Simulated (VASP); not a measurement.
Write the native input for VASP 6.6.1 that does the following.

```yaml
Task: single point
Functional: PBEsol
Potentials_or_basis: VASP PAW PBE potentials, release 64 (Sb)
Cutoff: 520 eV
k_mesh: 16 × 16 × 16
Occupations: gaussian, width 0.15 eV
Spin: no spin polarisation
Dipole_correction: no
Further_INCAR_settings: ALGO = Normal; EDIFF = 1e-06; NBANDS = 8
```

The structure of Sb lies in POSCAR:

```
Sb
1.0
    3.2864000000      0.0000000000      0.0000000000
    0.0000000000      3.2864000000      0.0000000000
    0.0000000000      0.0000000000      3.4128000000
Sb
1
Direct
    0.0000000000      0.0000000000      0.0000000000
```

This cell differs from its parent crystal: strain +0.040 along x and y, +0.080 along z.

The input as run:

INCAR

```
ALGO     = Normal         # electronic algorithm
EDIFF    = 1E-6           # SCF threshold, eV
ENCUT    = 520            # plane-wave cutoff, eV
GGA      = PS             # functional
ISIF     = 2              # what is computed and relaxed
ISMEAR   = 0              # smearing method
LASPH    = True           # aspherical terms in the spheres
LCHARG   = True           # write CHGCAR
LELF     = True           # ELF
LREAL    = False          # projectors in reciprocal space
LVHAR    = True         
LWAVE    = False          # write WAVECAR
NBANDS   = 8              # bands
NELM     = 80             # most SCF steps
PREC     = Accurate       # precision mode
SIGMA    = 0.15           # smearing width, eV
```

KPOINTS

```
k-points
0
Gamma
  16 16 16
```

Potentials or basis: VASP PAW PBE potentials, release 64 (Sb).

The run is started by

```bash
$ cat potpaw_PBE.64/Sb/POTCAR > POTCAR
$ mpirun -np 1 vasp_std > vasp.out
```

Results of the run:

```json
{"Pressure": "-8.8 GPa"}
```

Caveat: the cell differs from its parent crystal (strain +0.040 along x and y, +0.080 along z); the PAW data sets were made with another functional, which shifts forces and pressure a little.

It took 28 s on 1 thread of Intel(R) Xeon(R) Platinum 8375C CPU @ 2.90GHz (Ice Lake), with other jobs on the host, peak memory 0.23 GiB.
